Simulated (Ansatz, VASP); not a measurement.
# One calculation of MgCdO, two programs

```
CELL_PARAMETERS angstrom
3.91242 0.00000 0.00000
-1.95621 3.38825 0.00000
0.00000 0.00000 3.89609
ATOMIC_POSITIONS crystal
Mg 0.00000 0.00000 0.50000
Cd 0.33333 0.66667 0.00000
O 0.66667 0.33333 0.00000
```

Change from the starting cell: species swapped into the TbNiAs type (P-6m2, No. 187).

Alike in both runs: functional PBE; k mesh 6 × 6 × 6; occupations gaussian, width 0.1 eV; no spin polarisation.

Ansatz relaxed the structure, and its values are those at the end. VASP's run is a single point on that final structure, the one shown.

```csv
,VASP,Ansatz
version,VASP 6.6.1,Ansatz 0.2.0
potentials or method,"VASP PAW PBE potentials, release 64 (Mg_sv, Cd_sv_GW, O), cutoff 750 eV","scalar-relativistic, plane waves, PAW"
valence electrons in the cell,36,36
```

|  | VASP | Ansatz | Ansatz less VASP |
| --- | --- | --- | --- |
| gap on the k mesh at the Fermi level (eV) | none | none | - |
| pressure (GPa) | -0.3 | 0.1 | +0.38 |

A gap of «none» marks a metal or a gap that the smearing closes.
